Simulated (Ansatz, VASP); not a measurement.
**Rh: VASP and Ansatz over several settings**

```
CELL_PARAMETERS angstrom
0.00000 1.89785 1.89785
1.89785 0.00000 1.89785
1.89785 1.89785 0.00000
ATOMIC_POSITIONS crystal
Rh 0.00000 0.00000 0.00000
```

Single points on this cell with VASP 6.6.1 and Ansatz 0.2.0. Each row is one pair of runs. Alike in all rows: spin: off; smearing: fermi-dirac, width 0.05 eV.

```tsv
level	k mesh	VASP's potentials, cutoff	Ansatz's potentials, cutoff	gap on the k mesh at the Fermi level (eV), VASP	gap on the k mesh at the Fermi level (eV), Ansatz
LDA	12 × 12 × 12	VASP PAW LDA potentials, release 64 (Rh_sv_GW), 620 eV	Ansatz PAW, 420 eV	none	none
B3LYP	6 × 6 × 6	VASP PAW PBE potentials, release 64 (Rh_pv), 520 eV	Ansatz PAW, 420 eV	none	none
r2SCANh	6 × 6 × 6	VASP PAW PBE potentials, release 64 (Rh_sv_GW), 510 eV	Ansatz PAW, 500 eV	none	none
PBEsol-based screened hybrid	6 × 6 × 6	VASP PAW PBE potentials, release 64 (Rh_pv), 520 eV	Ansatz PAW, 420 eV	none	none
r2SCAN0	6 × 6 × 6	VASP PAW PBE potentials, release 64 (Rh_sv_GW), 510 eV	Ansatz PAW, 500 eV	none	none
PBE0	8 × 8 × 8	VASP PAW PBE potentials, release 64 (Rh_pv), 520 eV	Ansatz PAW, 420 eV	none	none
```

VASP's potentials hold 15 valence electrons a cell and Ansatz's 17 in some rows, so a difference there can come from the potentials and not from the codes.

A gap of «none» marks a metal or a gap that the smearing closes.

The k mesh is coarse in some rows, so the values compare programs but aren't converged.
